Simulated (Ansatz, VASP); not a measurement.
PbS: VASP beside Ansatz

```
CELL_PARAMETERS angstrom
2.08401 -3.61275 0.00000
2.08401 3.61275 0.00000
0.00000 0.00000 7.65943
ATOMIC_POSITIONS crystal
Pb 0.99897 0.00103 0.01327
Pb 0.00103 0.99897 0.51327
S 0.33285 0.66715 0.80753
S 0.66715 0.33285 0.30753
```

Alike in both runs: task single point; functional PBE; k mesh 8 × 8 × 4; occupations fermi-dirac, width 0.05 eV; no spin polarisation.

|  | VASP | Ansatz |
| --- | --- | --- |
| version | VASP 6.6.1 | Ansatz 0.2.0 |
| potentials or method | VASP PAW PBE potentials, release 64 (Pb_d, S) | Ansatz PAW |
| plane-wave cutoff (eV) | 520 | 420 |
| valence electrons in the cell | 40 | 40 |

```csv
,VASP,Ansatz,Ansatz less VASP
gap on the k mesh at the Fermi level (eV),0.69,0.69,-0.003
least direct gap on the mesh (eV),1.14,1.13,-0.003
pressure (GPa),-1.0,-0.9,+0.06
"traceless stress, the component that is largest in VASP (GPa)",-0.22,-0.22,+0.001
rms of the force components (eV/Å),0.041,0.042,+0.0013
```

Atom by atom the forces differ by 0.001 eV/Å (rms over components). With one functional, cell and mesh, what is left measures potentials, basis and numerics.

Spin-orbit coupling is off throughout.
